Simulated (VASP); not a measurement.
**MnHg: single point with PBE**

The system is MnHg.

```
Mn Hg
1.0
     3.28151    0.00000    0.00000
     0.00000    3.28151    0.00000
     0.00000    0.00000    3.28151
Mn Hg
1 1
Direct
  0.50000 0.50000 0.50000
  0.00000 0.00000 0.00000
```

```json
{"Program": "VASP 6.6.1", "Task": "single point", "Functional": "PBE", "Potentials or basis": "VASP PAW PBE potentials, release 64 (Mn_pv, Hg)", "Cutoff": "520 eV", "k mesh": "10 × 10 × 10", "Occupations": "fermi-dirac, width 0.08 eV", "Spin": "collinear spin, ferromagnetic start", "Starting moments": "[4.0, 0.0] μB", "Dipole correction": "no", "Further INCAR settings": "ALGO = Normal; EDIFF = 1e-07; NBANDS = 24"}
```

```json
{"Pressure": "3.3 GPa", "Net moment": "3.83 μB per cell", "Site moments": "Mn +3.75; Hg -0.06 μB", "Valence electrons inside the program's atomic spheres": "Mn 11.43; Hg 10.61"}
```

Levels at points of the mesh, in eV from the Fermi level:
Spin up:
| k point | band 12 | band 13 | band 14 | band 15 | band 16 | band 17 |
| --- | --- | --- | --- | --- | --- | --- |
| (0.00, 0.00, 0.00) | -1.97 | -1.97 | -1.97 | 5.00 | 5.00 | 5.00 |
| (0.50, 0.00, 0.00) | -2.72 | -2.72 | -2.20 | -1.46 | 10.32 | 10.32 |
| (0.50, 0.50, 0.00) | -1.99 | -1.91 | -1.72 | -1.72 | 0.82 | 3.12 |
| (0.50, 0.50, 0.50) | -1.89 | -1.89 | 0.60 | 4.27 | 4.27 | 4.27 |
Spin down:
```
           k point  band 8  band 9  band 10  band 11  band 12  band 13  band 14  band 15
(0.00, 0.00, 0.00)   -7.13   -7.13     0.30     0.30     1.52     1.52     1.52     5.37
(0.50, 0.00, 0.00)   -7.02   -5.01    -4.57    -0.10     0.41     0.41     1.32     2.07
(0.50, 0.50, 0.00)   -6.54   -3.52    -1.48    -1.48     0.49     1.35     1.35     1.91
(0.50, 0.50, 0.50)   -6.51   -1.66    -1.66    -1.66     0.47     1.94     1.94     5.73
```

Wall time 22 s on 1 thread of Intel(R) Xeon(R) 6975P-C (Granite Rapids), on a shared host, peak memory 0.2 GiB.

Caveat: the cell stands under pressure; spin-orbit coupling is left out, which moves the levels of the heavy elements.
